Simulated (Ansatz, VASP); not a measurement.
Two plane-wave programs on PbO2

Contents of INCAR:

```
PREC     = Accurate       # precision mode
ENCUT    = 520            # plane-wave cutoff, eV
EDIFF    = 1E-8           # SCF threshold, eV
ISMEAR   = -1             # smearing method
SIGMA    = 0.02           # smearing width, eV
LREAL    = False          # projectors in reciprocal space
LASPH    = True           # aspherical terms in the spheres
NELM     = 80             # most SCF steps
ALGO     = Normal         # electronic algorithm
ISIF     = 2              # what is computed and relaxed
LWAVE    = False          # write WAVECAR
LCHARG   = False          # write CHGCAR
GGA      = PE             # functional
LEFG     = True         
NBANDS   = 64             # bands
```

Contents of KPOINTS:

```
Automatic mesh
0
Gamma
  5 4 4
```

The input POSCAR:

```
PbO2
1.0
    4.9470000000      0.0000000000      0.0000000000
    0.0000000000      5.9510000000      0.0000000000
    0.0000000000      0.0000000000      5.4970000000
Pb O
4 8
Direct
    0.0000000000      0.1780000000      0.2500000000
    0.5000000000      0.3220000000      0.7500000000
    0.0000000000      0.8220000000      0.7500000000
    0.5000000000      0.6780000000      0.2500000000
    0.2760000000      0.4100000000      0.4250000000
    0.2240000000      0.0900000000      0.9250000000
    0.7760000000      0.0900000000      0.5750000000
    0.7240000000      0.4100000000      0.0750000000
    0.7240000000      0.5900000000      0.5750000000
    0.7760000000      0.9100000000      0.0750000000
    0.2240000000      0.9100000000      0.4250000000
    0.2760000000      0.5900000000      0.9250000000
```

Input for Ansatz:

```yaml
crystal:
  lattice:
    - [4.947, 0.0, 0.0]
    - [0.0, 5.951, 0.0]
    - [0.0, 0.0, 5.497]
  atoms:
    - { symbol: Pb, position: [0.0, 0.178, 0.25] }
    - { symbol: Pb, position: [0.5, 0.322, 0.75] }
    - { symbol: Pb, position: [0.0, 0.822, 0.75] }
    - { symbol: Pb, position: [0.5, 0.678, 0.25] }
    - { symbol: O, position: [0.276, 0.41, 0.425] }
    - { symbol: O, position: [0.224, 0.09, 0.925] }
    - { symbol: O, position: [0.776, 0.09, 0.575] }
    - { symbol: O, position: [0.724, 0.41, 0.075] }
    - { symbol: O, position: [0.724, 0.59, 0.575] }
    - { symbol: O, position: [0.776, 0.91, 0.075] }
    - { symbol: O, position: [0.224, 0.91, 0.425] }
    - { symbol: O, position: [0.276, 0.59, 0.925] }
kpoints:
  mp_grid: { grid: [5, 4, 4] }
scf:
  occupations: { method: fermi_dirac, width: 0.02 }
hamiltonian:
  xc: pbe
  pseudopotentials: { kind: paw, frozen_core: stored }
output:
  forces: true
  stress: true
  populations: true
  efg: { quadrupole_moments_barn: { O: -0.02558 } }
  write_density: true
  write_potential: true
  elf: true
  volumetric_format: npy
```

Alike in both runs: task electric field gradients; functional PBE; k mesh 5 × 4 × 4; occupations fermi-dirac, width 0.02 eV; no spin polarisation.

|  | VASP | Ansatz |
| --- | --- | --- |
| version | VASP 6.6.1 | Ansatz 0.2.0 |
| potentials or method | VASP PAW PBE potentials, release 64 (Pb_d, O) | plane-wave PAW, scalar-relativistic |
| plane-wave cutoff (eV) | 520 | 420 |
| valence electrons in the cell | 104 | 104 |

|  | VASP | Ansatz | Ansatz less VASP |
| --- | --- | --- | --- |
| pressure (GPa) | 10.3 | 10.0 | -0.29 |
| traceless stress, the component that is largest in VASP (GPa) | -1.26 | -1.26 | +0.001 |
| rms of the force components (eV/Å) | 0.581 | 0.572 | -0.0081 |
| size of Vzz on the site where it differs most (V/Å²) | 61.2 | 55.1 | -6.09 |

Atom by atom the forces differ by 0.010 eV/Å (rms over components).

Neither program's run includes spin-orbit coupling.
